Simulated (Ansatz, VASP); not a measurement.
**NbAl2N3 in VASP and in Ansatz**

```
Al Nb N
1.0
     3.04616    0.00000    0.00000
    -1.52308    2.63805    0.00000
     0.00000    0.00000    8.49524
Al Nb N
2 1 3
Cartesian
  0.0000 1.7587 5.4907
  0.0000 1.7587 3.0046
  0.0000 0.0000 0.0000
  0.0000 1.7587 7.2569
  0.0000 1.7587 1.2383
  0.0000 0.0000 4.2476
```

Alike in both runs: functional PBE; k mesh 4 × 4 × 2; occupations gaussian, width 0.15 eV; no spin polarisation.

Ansatz relaxed the structure, and its values are those at the end. VASP's run is a single point on that final structure, the one shown.

|  | VASP | Ansatz |
| --- | --- | --- |
| version | VASP 6.6.1 | Ansatz 0.2.0 |
| potentials or method | VASP PAW PBE potentials, release 64 (Al, Nb_sv, N), cutoff 600 eV | scalar-relativistic, plane waves, PAW |
| valence electrons in the cell | 34 | 34 |

|  | VASP | Ansatz | Ansatz less VASP |
| --- | --- | --- | --- |
| gap on the k mesh at the Fermi level (eV) | 0.27 | 0.27 | +0.005 |
| least direct gap on the mesh (eV) | 0.59 | 0.59 | -0.003 |
| pressure (GPa) | -0.3 | 0.1 | +0.36 |
| rms of the force components (eV/Å) | 0.020 | 0.004 | -0.0162 |

The k mesh is coarse, so the values compare programs but aren't converged.
